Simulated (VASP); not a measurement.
A run of VASP 6.6.1 is set up as follows.

INCAR

```
PREC = Accurate ; ENCUT = 600
EDIFF = 1E-7 ; ISMEAR = 0
SIGMA = 0.1 ; LREAL = F
LASPH = T ; NELM = 80
ALGO = Normal ; ISIF = 3
LWAVE = F ; LCHARG = F
GGA = PE ; IBRION = 2
NSW = 90 ; EDIFFG = -0.04
```

KPOINTS

```
Automatic mesh
0
Gamma
  4 4 4
```

POSCAR

```
In4TeS
1.0
    4.6768800300     -4.7173003600      0.0000000000
    4.6768800300      4.7173003600      0.0000000000
    0.0000000000      0.0000000000      4.1856244400
In Te S
4 1 1
Direct
    0.7958980100      0.2041019900      0.5000000000
    0.3072359900      0.3072359900      0.0000000000
    0.6927640100      0.6927640100      0.0000000000
    0.2041019900      0.7958980100      0.5000000000
    0.5000000000      0.5000000000      0.5000000000
    0.0000000000      0.0000000000      0.0000000000
```

Potentials or basis: VASP PAW PBE potentials, release 64 (In_d, Te, S).

The run is started by

```bash
$ cat potpaw_PBE.64/In_d/POTCAR potpaw_PBE.64/Te/POTCAR potpaw_PBE.64/S/POTCAR > POTCAR
$ mpirun -np 1 vasp_std > vasp.out
```

Task: Predict the band gap on the k mesh.

Result: Zero (bands 32 and 33 overlap by 1.27 eV).

Task: Predict the relaxed volume.

Result: 40.46 Å³/atom.

Task: What does it give for the space group after relaxing (to 0.1 Å)?

Result: Cmmm (No. 65).

Final structure:
```cif
data_structure
_symmetry_space_group_name_H-M 'P 1'
_symmetry_Int_Tables_number 1
_cell_length_a 7.3819
_cell_length_b 7.3819
_cell_length_c 4.4620
_cell_angle_alpha 90.000
_cell_angle_beta 90.000
_cell_angle_gamma 93.105
_cell_volume 242.79
loop_
_atom_site_label
_atom_site_type_symbol
_atom_site_fract_x
_atom_site_fract_y
_atom_site_fract_z
_atom_site_occupancy
In1 In 0.82227 0.17773 0.50000 1
In2 In 0.28550 0.28550 0.00000 1
In3 In 0.71450 0.71450 0.00000 1
In4 In 0.17773 0.82227 0.50000 1
Te1 Te 0.50000 0.50000 0.50000 1
S1 S 0.00000 0.00000 0.00000 1
```

Caveat: the k points lie up to 0.35 Å⁻¹ apart in the final cell, too coarse for converged energies and pressures of a metal; the volume moved by over 15 % at a fixed basis, so the end points are rough; spin-orbit coupling is left out, which moves the levels of the heavy elements.
